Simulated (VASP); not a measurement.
A run of VASP 6.6.1 is set up as follows.

The input POSCAR:

```
SiC
1.0
    0.0000000000      2.0140760365      2.0140760365
    2.0140760365      0.0000000000      2.0140760365
    2.0140760365      2.0140760365      0.0000000000
Si C
1 1
Direct
    0.0000000000      0.0000000000      0.0000000000
    0.5000000000      0.5000000000      0.5000000000
```

The input INCAR.step1:

```
SYSTEM = SiC
PREC = Accurate ; ENCUT = 660
ISMEAR = -1 ; SIGMA = 0.1
LREAL = .False. ; LASPH = .True.
NELM = 120 ; NBANDS = 11
GGA = PE ; ALGO = Normal
EDIFF = 1E-5 ; LWAVE = .True.
LCHARG = .False. ; GGA_COMPAT = .False.
```

Contents of INCAR.step2:

```
SYSTEM = SiC
PREC = Accurate ; ENCUT = 660
EDIFF = 1E-6 ; ISMEAR = -1
SIGMA = 0.1 ; LREAL = .False.
LASPH = .True. ; NELM = 120
ALGO = Normal ; ISIF = 2
LWAVE = .False. ; LCHARG = .True.
METAGGA = R2SCAN ; LMIXTAU = .True.
LELF = .True. ; LVHAR = .True.
NBANDS = 11 ; ISTART = 1
GGA_COMPAT = .False.
```

File KPOINTS:

```
regular mesh
0
Gamma
  17 17 17
  0 0 0
```

Potentials or basis: VASP PAW PBE potentials, release 64 (Si, C).

Launch:

```console
$ cat potpaw_PBE.64/Si/POTCAR potpaw_PBE.64/C/POTCAR > POTCAR
$ cp INCAR.step1 INCAR
$ mpirun -np 1 vasp_std > vasp.out
$ cp INCAR.step2 INCAR
$ mpirun -np 1 vasp_std > vasp.out
```

**Question.** Predict the band gap on the k mesh.

**Answer.** Zero (band 4 reaches 12.70 eV, above the bottom of band 5 at 12.07 eV).

**Question.** Estimate the pressure.

**Answer.** 0.0 GPa.

Caveat: the PAW data sets were made with another functional, which shifts forces and pressure a little.
